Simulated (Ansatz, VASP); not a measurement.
**Lu4ZrO: VASP beside Ansatz**

```
CELL_PARAMETERS angstrom
0.00000 4.31494 4.31494
4.31494 0.00000 4.31494
4.31494 4.31494 0.00000
ATOMIC_POSITIONS crystal
Lu 0.62844 0.12385 0.12385
Lu 0.12385 0.62844 0.12385
Lu 0.12385 0.12385 0.62844
Lu 0.12385 0.12385 0.12385
Zr 0.75000 0.75000 0.75000
O 0.50000 0.50000 0.50000
```

Change from the starting cell: species swapped into the ErNi4Au type (F-43m, No. 216).

Alike in both runs: functional PBE; k mesh 4 × 4 × 4; occupations gaussian, width 0.1 eV; no spin polarisation.

Ansatz relaxed the structure, and its values are those at the end. VASP's run is a single point on that final structure, the one shown.

|  | VASP | Ansatz |
| --- | --- | --- |
| version | VASP 6.6.1 | Ansatz 0.2.0 |
| potentials or method | VASP PAW PBE potentials, release 64 (Lu, Zr_sv, O), cutoff 520 eV | scalar-relativistic, plane waves, PAW |
| valence electrons in the cell | 118 | 118 |

|  | VASP | Ansatz | Ansatz less VASP |
| --- | --- | --- | --- |
| gap on the k mesh at the Fermi level (eV) | none | none | - |
| pressure (GPa) | 0.4 | 0.2 | -0.16 |
| rms of the force components (eV/Å) | 0.000 | 0.003 | +0.0030 |

A gap of «none» marks a metal or a gap that the smearing closes. With one functional, cell and mesh, what is left measures potentials, basis and numerics.

Spin-orbit coupling is off throughout.
